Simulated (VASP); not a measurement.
A run of VASP 6.6.1 is set up as follows.

The input INCAR:

```
SYSTEM = Ge
PREC = Accurate
ENCUT = 520
EDIFF = 1E-7
ISMEAR = -1
SIGMA = 0.1
LREAL = .FALSE.
LASPH = .TRUE.
NELM = 100
ALGO = Normal
ISIF = 2
LWAVE = .FALSE.
LCHARG = .FALSE.
GGA = PS
NBANDS = 13
```

Contents of KPOINTS:

```
regular mesh
0
G
  15 15 15
  0 0 0
```

Contents of POSCAR:

```
Ge
1.0
   -1.6383339212      1.6383339212      1.6383339212
    1.6383339212     -1.6383339212      1.6383339212
    1.6383339212      1.6383339212     -1.6383339212
Ge
1
Direct
    0.0000000000      0.0000000000      0.0000000000
```

Potentials or basis: VASP PAW PBE potentials, release 64 (Ge_d).

Command:

```console
$ cat potpaw_PBE.64/Ge_d/POTCAR > POTCAR
$ mpirun -np 1 vasp_std > vasp.out
```

**Question.** Predict the band gap on the k mesh.

**Answer.** Zero (band 7 reaches 17.32 eV, above the bottom of band 8 at 4.11 eV).

**Question.** Estimate the pressure.

**Answer.** 2.8 GPa.

Caveat: the PAW data sets were made with another functional, which shifts forces and pressure a little.
